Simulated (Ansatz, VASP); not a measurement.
Two plane-wave programs on Zn3C

```xyz
4
Lattice="3.7064 0.0000 0.0000 0.0000 3.7064 0.0000 0.0000 0.0000 3.7064" Properties=species:S:1:pos:R:3 pbc="T T T"
Zn    0.0000    1.8532    1.8532
Zn    1.8532    1.8532    0.0000
Zn    1.8532    0.0000    1.8532
C     0.0000    0.0000    0.0000
```

Change from the starting cell: species swapped into the HoAl3 type (Pm-3m, No. 221).

Alike in both runs: task relaxation of cell and atoms; functional PBE; k mesh 12 × 12 × 12; occupations gaussian, width 0.1 eV; no spin polarisation.

|  | VASP | Ansatz |
| --- | --- | --- |
| version | VASP 6.6.1 | Ansatz 0.2.0 |
| potentials or method | VASP PAW PBE potentials, release 64 (Zn, C), cutoff 600 eV | scalar-relativistic, plane waves, PAW |
| valence electrons in the cell | 40 | 40 |

VASP gave:

| Quantity | Value |
| --- | --- |
| gap on the k mesh at the Fermi level, each at its own relaxed structure (eV) | none |
| relaxed volume (Å³/atom) | 12.73 |
| relaxed cell length with the largest relative difference (Å) | 3.706 |

Question: Estimate Ansatz's values.

Answer: gap on the k mesh at the Fermi level, each at its own relaxed structure (eV): none; relaxed volume (Å³/atom): 12.70; relaxed cell length with the largest relative difference (Å): 3.704.

A gap of «none» marks a metal or a gap that the smearing closes.

Noted on VASP's run: the relaxation stopped at its first step, so nothing moved.
